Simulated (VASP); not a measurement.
# Ir (Fm-3m) in VASP: further runs

Runs on Ir. Level: PBEsol+D3(BJ). Tasks: single point.

Program: VASP 6.6.1. These are calculated values, not measurements. Logs are shortened: lines on timing, memory, paths and dates and some standing lists are left out, and cuts for length are marked.

**1. The cell of the first run**

The structure is cubic, space group Fm-3m (No. 225). The conventional cell has a = 3.816 Å, b = 3.816 Å, c = 3.816 Å, α = 90.00°, β = 90.00°, γ = 90.00°. Within 3.6 Å of Ir (site symmetry m-3m) lie 12 Ir at 2.70 Å.

**2. Single point, PBEsol+D3(BJ)**

Contents of INCAR:

```
  PREC = Accurate
  ENCUT = 520
  EDIFF = 1E-6
  ISMEAR = -1
  SIGMA = 0.05
  LREAL = False
  LASPH = True
  NELM = 60
  ALGO = Normal
  ISIF = 2
  LWAVE = False
  LCHARG = False
  GGA = PS
  IVDW = 12
  NBANDS = 10
```

Contents of KPOINTS:

```
Automatic mesh
0
Gamma
  8 8 8
```

Contents of POSCAR:

```
Ir
1.0
    0.0000000000      1.9078949503      1.9078949503
    1.9078949503      0.0000000000      1.9078949503
    1.9078949503      1.9078949503      0.0000000000
Ir
1
Direct
    0.0000000000      0.0000000000      0.0000000000
```

Potentials or basis: VASP PAW PBE potentials, release 64 (Ir).

The run is started by

```bash
$ cat potpaw_PBE.64/Ir/POTCAR > POTCAR
$ mpirun -np 1 vasp_std > vasp.out
```

OUTCAR:

```text
PREC = Accurate
   ENCUT = 520
   EDIFF = 1E-6
   ISMEAR = -1
   LREAL = False
   LASPH = True
   NELM = 60
   ISIF = 2
   GGA = PS
   IVDW = 12
 IVDW          = 12

 ion  position               nearest neighbor table
   1  0.000  0.000  0.000-

  LATTYP: Found a face centered cubic cell.
 ALAT       =     3.8157899006

  Lattice vectors:

 A1 = (   0.0000000000,   1.9078949503,   1.9078949503)
 A2 = (   1.9078949503,   0.0000000000,   1.9078949503)
 A3 = (   1.9078949503,   1.9078949503,   0.0000000000)

Analysis of symmetry for initial positions (statically):
=====================================================================
 Subroutine PRICEL returns:
 Original cell was already a primitive cell.

 Routine SETGRP: Setting up the symmetry group for a
 face centered cubic supercell.

 Subroutine GETGRP returns: Found 48 space group operations
 (whereof 48 operations were pure point group operations)
 out of a pool of 48 trial point group operations.

The static configuration has the point symmetry O_h .

Analysis of symmetry for dynamics (positions and initial velocities):
=====================================================================
 Subroutine PRICEL returns:
 Original cell was already a primitive cell.

 Routine SETGRP: Setting up the symmetry group for a
 face centered cubic supercell.

 Subroutine GETGRP returns: Found 48 space group operations
 (whereof 48 operations were pure point group operations)
 out of a pool of 48 trial point group operations.

The dynamic configuration has the point symmetry O_h .

 Subroutine INISYM returns: Found 48 space group operations
 (whereof 48 operations are pure point group operations),
 and found     1 'primitive' translations

----------------------------------------------------------------------------------------

                                     Primitive cell

  volume of cell :      13.8897

  direct lattice vectors                    reciprocal lattice vectors
     0.000000000  1.907894950  1.907894950    -0.262068936  0.262068936  0.262068936
     1.907894950  0.000000000  1.907894950     0.262068936 -0.262068936  0.262068936
     1.907894950  1.907894950  0.000000000     0.262068936  0.262068936 -0.262068936

  length of vectors
     2.698170914  2.698170914  2.698170914     0.453916713  0.453916713  0.453916713

  position of ions in fractional coordinates (direct lattice)
     0.000000000  0.000000000  0.000000000

  ion indices of the primitive-cell ions
   primitive index   ion index
                 1           1

----------------------------------------------------------------------------------------

 KPOINTS: Automatic mesh

Automatic generation of k-mesh.
 Grid dimensions read from file:
 generate k-points for:    8    8    8

 Generating k-lattice:

  Cartesian coordinates                     Fractional coordinates (reciprocal lattice)
    -0.032758617  0.032758617  0.032758617     0.125000000  0.000000000  0.000000000
     0.032758617 -0.032758617  0.032758617     0.000000000  0.125000000  0.000000000
     0.032758617  0.032758617 -0.032758617     0.000000000  0.000000000  0.125000000

  Length of vectors
     0.056739589  0.056739589  0.056739589

  Shift w.r.t. Gamma in fractional coordinates (k-lattice)
     0.000000000  0.000000000  0.000000000

 Subroutine IBZKPT returns following result:
 ===========================================

 Found     29 irreducible k-points:

 Following reciprocal coordinates:
            Coordinates               Weight
  0.000000  0.000000  0.000000      1.000000
  0.125000  0.000000  0.000000      8.000000
  0.250000  0.000000  0.000000      8.000000
  0.375000  0.000000  0.000000      8.000000
  0.500000  0.000000  0.000000      4.000000
  0.125000  0.125000  0.000000      6.000000
[... 16 lines left out ...]
  0.500000  0.250000  0.125000     48.000000
 -0.375000  0.250000  0.125000     24.000000
 [... further k-points ...]
   k-points           NKPTS =     29   k-points in BZ     NKDIM =     29   number of bands    NBANDS=     10
   number of dos      NEDOS =    301   number of ions     NIONS =      1
   total plane-waves  NPLWV =   8000
   dimension x,y,z NGX =    20 NGY =   20 NGZ =   20
   dimension x,y,z NGXF=    40 NGYF=   40 NGZF=   40
   ions per type =               1
   NGX,Y,Z   is equivalent  to a cutoff of  12.32, 12.32, 12.32 a.u.
   NGXF,Y,Z  is equivalent  to a cutoff of  24.65, 24.65, 24.65 a.u.
 SYSTEM =  unknown system
   PREC   = accura    normal or accurate (medium, high low for compatibility)
   ISTART =      0    job   : 0-new  1-cont  2-samecut
   ICHARG =      2    charge: 1-file 2-atom 10-const
   ISPIN  =      1    spin polarized calculation?
   LNONCOLLINEAR =      F non collinear calculations
   LSORBIT =      F    spin-orbit coupling
   LASPH  =      T    aspherical Exc in radial PAW
   ENCUT  =  520.0 eV  38.22 Ry    6.18 a.u.   5.02  5.02  5.02*2*pi/ulx,y,z
   NELM   =     60;   NELMIN=  2; NELMDL= -5     # of ELM steps
   EDIFF  = 0.1E-05   stopping-criterion for ELM
   LREAL  =      F    real-space projection
   EDIFFG = 0.1E-04   stopping-criterion for IOM
   NSW    =      0    number of steps for IOM
   IBRION =     -1    ionic relax: 0-MD 1-quasi-New 2-CG
   NFREE  =      0    steps in history (QN), initial steepest desc. (CG)
   ISIF   =      2    stress and relaxation
   ISYM   =      2    0-nonsym 1-usesym 2-fastsym
   POTIM  = 0.5000    time-step for ionic-motion
   TEBEG  =    0.0;   TEEND  =   0.0 temperature during run
   PSTRESS=    0.0 pullay stress
   NELECT =       9.0000    total number of electrons
   NUPDOWN=      -1.0000    fix difference up-down
   EMIN   =  10.00;   EMAX   =-10.00  energy-range for DOS
   EFERMI =   0.00;   METHOD = LEGACY
   ISMEAR =    -1;   SIGMA  =   0.05  broadening in eV -4-tet -1-fermi 0-gaus
   EFERMI_NEDOS =   21; number of points for ismear=-14 and -15
   IALGO  =     38    algorithm
   IMIX   =      4    mixing-type and parameters
     AMIX     =   0.40;   BMIX     =  1.00
     AMIX_MAG =   1.60;   BMIX_MAG =  1.00
  volume/ion in A,a.u.               =      13.89        93.73
  Fermi-wavevector in a.u.,A,eV,Ry     =   1.416635  2.677051 27.304905  2.006854
  Thomas-Fermi vector in A             =   2.537949
   LORBIT       =      0    0 simple, 1 ext, 2 COOP (PROOUT), +10 PAW based schemes
   GGA     = PS    functional components
   LHFCALC =     F    Hartree Fock is set to
   AEXX    =    0.0000 exact exchange contribution
   IVDW    =    12    specifies the selected vdW correction
   LEPSILON=     F    determine dielectric tensor
   LRPA    =     F    only Hartree local field effects (RPA)
 non-spin polarized calculation
  energy-cutoff  :      520.00
  volume of cell :       13.89
 maximum number of plane-waves:       388
   NGX =  9   NGY =  9   NGZ =  9

 number of electron       9.0000001 magnetization

 Free energy of the ion-electron system (eV)
  ---------------------------------------------------
  ext. energy  EPLUGINS =         0.00000000
  ---------------------------------------------------
  free energy    TOTEN  =        -9.74373891 eV

  energy without entropy =       -9.72924966  energy(sigma->0) =       -9.73649429

 E-fermi :  10.6216     XC(G=0): -14.2089

 val. band max:       10.5821922929   @ k =  -0.3750   0.1250   0.0000
 cond. band min:      10.6480408310   @ k =  -0.3750   0.2500   0.0000
 fundamental gap:      0.0658485381
 Fermi energy:        10.6216405785

 k-point     1 :       0.0000    0.0000    0.0000
  band No.  band energies     occupation
      1      -0.8226      2.00000
      2       6.5527      2.00000
      3       6.5527      2.00000
      4       6.5527      2.00000
      5       9.3629      2.00000
      6       9.3629      2.00000
      7      24.8346      0.00000
      8      30.5410      0.00000
      9      30.5410      0.00000
     10      30.5410      0.00000

 k-point     2 :       0.1250    0.0000    0.0000
  band No.  band energies     occupation
      1      -0.1371      2.00000
      2       6.2203      2.00000
      3       6.8251      2.00000
      4       6.8251      2.00000
      5       9.2120      2.00000
      6       9.2120      2.00000
      7      25.9712      0.00000
      8      27.9299      0.00000
      9      31.6856      0.00000
     10      31.6856      0.00000

 k-point     3 :       0.2500    0.0000    0.0000
  band No.  band energies     occupation
      1       1.4222      2.00000
      2       6.0229      2.00000
      3       7.0156      2.00000
      4       7.0156      2.00000
      5       9.5369      2.00000
      6       9.5369      2.00000
      7      24.4011      0.00000
      8      27.4302      0.00000
      9      34.4755      0.00000
     10      34.4771      0.00000

 k-point     4 :       0.3750    0.0000    0.0000
  band No.  band energies     occupation
      1       2.2059      2.00000
      2       6.6575      2.00000
      3       6.6575      2.00000
      4       7.7624      2.00000
      5      10.7878      0.06957
      6      10.7878      0.06957
      7      20.6215      0.00000
      8      25.3599      0.00000
      9      32.2030      0.00000
     10      32.2030      0.00000

 k-point     5 :       0.5000    0.0000    0.0000
  band No.  band energies     occupation
      1       2.2248      2.00000
      2       6.4568      2.00000
      3       6.4568      2.00000
      4       9.7052      2.00000
      5      11.5121      0.00000
      6      11.5121      0.00000
      7      17.9877      0.00000
      8      24.3803      0.00000
      9      30.4865      0.00000
     10      30.4865      0.00000

 k-point     6 :       0.1250    0.1250    0.0000
  band No.  band energies     occupation
      1       0.0970      2.00000
      2       5.8755      2.00000
      3       7.0882      2.00000
      4       7.0882      2.00000
      5       8.5800      2.00000
      6       9.6395      2.00000
      7      26.4268      0.00000
      8      28.9313      0.00000
      9      30.7892      0.00000
     10      30.7892      0.00000
[... 183 lines left out ...]
 k-point    21 :       0.5000    0.5000    0.0000
  band No.  band energies     occupation
      1       2.4199      2.00000
      2       2.9921      2.00000
      3      11.5007      0.00000
      4      12.0999      0.00000
      5      12.0999      0.00000
      6      12.2091      0.00000
      7      21.2939      0.00000
      8      22.3204      0.00000
      9      22.3204      0.00000
     10      32.0208      0.00000

 k-point    22 :       0.3750    0.2500    0.1250
  band No.  band energies     occupation
      1       2.8468      2.00000
      2       4.8497      2.00000
      3       6.4697      2.00000
      4       8.6334      2.00000
      5       8.7141      2.00000
      6      11.3939      0.00000
      7      25.0095      0.00000
      8      27.7858      0.00000
      9      29.2804      0.00000
     10      31.2674      0.00000

 k-point    23 :       0.5000    0.2500    0.1250
  band No.  band energies     occupation
      1       3.7187      2.00000
      2       5.4139      2.00000
      3       5.8203      2.00000
      4       8.2363      2.00000
      5      10.4125      1.96993
      6      13.5069      0.00000
      7      20.9410      0.00000
      8      26.2309      0.00000
      9      27.4808      0.00000
     10      32.2219      0.00000

 k-point    24 :      -0.3750    0.2500    0.1250
  band No.  band energies     occupation
      1       3.7388      2.00000
      2       5.1676      2.00000
      3       6.8325      2.00000
      4       7.9104      2.00000
      5      11.1721      0.00003
      6      15.8108      0.00000
      7      17.3524      0.00000
      8      26.4170      0.00000
      9      26.6579      0.00000
     10      30.5122      0.00000

 [... further k-points ...]

------------------------ aborting loop because EDIFF is reached ----------------------------------------

 Edisp (eV)   -0.72809

 E8    (eV) :    -0.5028

  FORCE on cell =-STRESS in cart. coord.  units (eV):
  Direction    XX          YY          ZZ          XY          YZ          ZX
  --------------------------------------------------------------------------------------
  -------------------------------------------------------------------------------------
  Total      -0.11110    -0.11110    -0.11110     0.00000     0.00000     0.00000
  in kB     -12.81548   -12.81548   -12.81548     0.00000     0.00000     0.00000
  external pressure =      -12.82 kB  Pullay stress =        0.00 kB

 VOLUME and BASIS-vectors are now :
 -----------------------------------------------------------------------------
  energy-cutoff  :      520.00
  volume of cell :       13.89
      direct lattice vectors                 reciprocal lattice vectors
     0.000000000  1.907894950  1.907894950    -0.262068936  0.262068936  0.262068936
     1.907894950  0.000000000  1.907894950     0.262068936 -0.262068936  0.262068936
     1.907894950  1.907894950  0.000000000     0.262068936  0.262068936 -0.262068936

 POSITION                                       TOTAL-FORCE (eV/Angst)
 -----------------------------------------------------------------------------------
      0.00000      0.00000      0.00000         0.000000      0.000000     -0.000000
 -----------------------------------------------------------------------------------
    total drift:                               -0.000000     -0.000000     -0.000000

  FREE ENERGIE OF THE ION-ELECTRON SYSTEM (eV)
  ---------------------------------------------------
  free  energy   TOTEN  =       -10.4718335269 eV

  energy  without entropy=      -10.4573442817  energy(sigma->0) =      -10.46458890
```

Wall time 4.5 s (1 thread of AMD EPYC 7R13, shared host); peak memory 0.11 GiB.

Results:

| Quantity | Value |
| --- | --- |
| Free energy | -10.4718 eV |
| Pressure | -1.3 GPa |
| Dispersion energy per atom | -0.728 eV |

Caveat: three body term missing; the PAW data sets were made with another functional, which shifts forces and pressure a little; spin-orbit coupling is left out, which moves the levels of the heavy elements; pairwise dispersion overbinds metals, which lowers pressure and volume.

**3. Single point, PBEsol+D3(BJ)**

This run uses another cell than the first one, of 14.06 Å³/atom, 1.012 times its volume.

Contents of INCAR:

```
ALGO = Normal
EDIFF = 1E-7
ENCUT = 520
GGA = PS
ISIF = 2
ISMEAR = -1
IVDW = 12
LASPH = True
LCHARG = False
LREAL = False
LWAVE = False
NBANDS = 10
NELM = 60
PREC = Accurate
SIGMA = 0.05
```

Contents of KPOINTS:

```
k-points
0
Gamma
  8 8 8
```

Contents of POSCAR:

```
Ir
1.0
    0.0000000000      1.9156000000      1.9156000000
    1.9156000000      0.0000000000      1.9156000000
    1.9156000000      1.9156000000      0.0000000000
Ir
1
Direct
    0.0000000000      0.0000000000      0.0000000000
```

Potentials or basis: VASP PAW PBE potentials, release 64 (Ir).

The run is started by

```bash
$ cat potpaw_PBE.64/Ir/POTCAR > POTCAR
$ mpirun -np 1 vasp_std > vasp.out
```

Wall time 4.6 s (1 thread of AMD EPYC 7R13, shared host); peak memory 0.11 GiB.

Results (log left out):

* Free energy: -10.4680 eV
* Pressure: -6.0 GPa
* Dispersion energy per atom: -0.719 eV

Levels at points of the mesh, in eV from the Fermi level:
```tsv
k point	band 2	band 3	band 4	band 5	band 6	band 7
(0.00, 0.00, 0.00)	-3.99	-3.99	-3.99	-1.24	-1.24	14.24
(0.50, 0.00, 0.00)	-4.09	-4.09	-0.88	0.87	0.87	7.24
(0.50, 0.50, 0.00)	-7.49	0.86	1.44	1.44	1.59	10.50
```

Caveat: three body term missing; the PAW data sets were made with another functional, which shifts forces and pressure a little; spin-orbit coupling is left out, which moves the levels of the heavy elements; pairwise dispersion overbinds metals, which lowers pressure and volume.
